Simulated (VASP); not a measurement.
**Co: single point with PBEsol+D3(BJ)**

Co:

```
Co
1.0
     2.43583    0.00000    0.00000
    -1.21792    2.10949    0.00000
     0.00000    0.00000    3.93356
Co
2
Direct
  0.33333 0.66667 0.25000
  0.66667 0.33333 0.75000
```

- Program: VASP 6.6.1
- Task: single point
- Functional: PBEsol
- Dispersion: D3(BJ)
- Potentials or basis: VASP PAW PBE potentials, release 64 (Co)
- Cutoff: 600 eV
- k mesh: 21 × 21 × 10
- Occupations: gaussian, width 0.1 eV
- Spin: collinear spin, ferromagnetic start
- Starting moments: [1.72, 1.72] μB

```json
{
  "Pressure": "-1.1 GPa",
  "Net moment": "3.08 μB per cell",
  "Site moments": "Co +1.54 μB",
  "Valence electrons inside the program's atomic spheres": "Co 8.42",
  "Dispersion energy per atom": "-0.409 eV"
}
```

Stress tensor (GPa, compression positive):
```
-1.10  0.00  0.00
 0.00 -1.10  0.00
 0.00  0.00 -1.19
```

Levels at points of the mesh, in eV from the Fermi level:
Spin up:
```
           k point  band 7  band 8  band 9  band 10  band 11  band 12  band 13  band 14
(0.00, 0.00, 0.00)   -2.30   -1.91   -1.91    -0.67    -0.67    -0.14     7.03    22.51
(0.00, 0.00, 0.50)   -2.73   -2.73   -1.01    -1.01    -1.01    -1.01    15.86    15.86
```
Spin down:
```
           k point  band 4  band 5  band 6  band 7  band 8  band 9  band 10  band 11
(0.00, 0.00, 0.00)   -1.11   -1.11   -0.70   -0.70   -0.24   -0.24    -0.11     1.12
(0.00, 0.00, 0.50)   -1.72   -1.18   -1.18   -1.18   -1.18    0.75     0.75     0.75
```

It took 3.9 min on 1 thread of Oxide Virtual Turin-like Processor, on a shared host, peak memory 0.28 GiB.

Caveat: the PAW data sets were made with another functional, which shifts forces and pressure a little.
